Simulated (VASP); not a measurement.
ZnGa2F, 4 atoms in the cell. The structure is tetragonal, space group P4/mmm (No. 123). Conventional cell: a = 3.837 Å, b = 3.837 Å, c = 4.082 Å, α = 90.00°, β = 90.00°, γ = 90.00°. Zn (site symmetry 4/mmm) has 4 F at 2.71 Å and 8 Ga at 2.80 Å within 3.6 Å. Ga (site symmetry mmm) has 4 Ga at 2.71 Å and 4 Zn at 2.80 Å and 4 F at 2.80 Å within 3.6 Å. F (site symmetry 4/mmm) has 4 Zn at 2.71 Å and 8 Ga at 2.80 Å within 3.6 Å. 

```yaml
Program: VASP 6.6.1
Task: relaxation of cell and atoms
Functional: PBE
Potentials_or_basis: VASP PAW PBE potentials, release 64 (Zn, Ga_d, F)
Cutoff: 600 eV
k_mesh: 4 × 4 × 4
Occupations: gaussian, width 0.1 eV
Spin: no spin polarisation
Dipole_correction: no
Further_INCAR_settings: ALGO = Normal; EDIFF = 1e-07; IBRION = 2; EDIFFG = -0.04; NSW = 90; ISIF = 3
```

Potentials or basis: VASP PAW PBE potentials, release 64 (Zn, Ga_d, F).

Run with:

```console
$ cat potpaw_PBE.64/Zn/POTCAR potpaw_PBE.64/Ga_d/POTCAR potpaw_PBE.64/F/POTCAR > POTCAR
$ mpirun -np 1 vasp_std > vasp.out
```

Hardware: 1 thread of Intel(R) Xeon(R) Platinum 8259CL CPU @ 2.50GHz (Skylake/Cascade Lake), on a shared host.

Question: How long does it take, and how much memory?

Answer: Wall time 2.7 min on 1 thread of Intel(R) Xeon(R) Platinum 8259CL CPU @ 2.50GHz (Skylake/Cascade Lake), with other jobs on the host, peak memory 0.21 GiB. Counts: scf iterations 79, k points 18, ion steps 8.
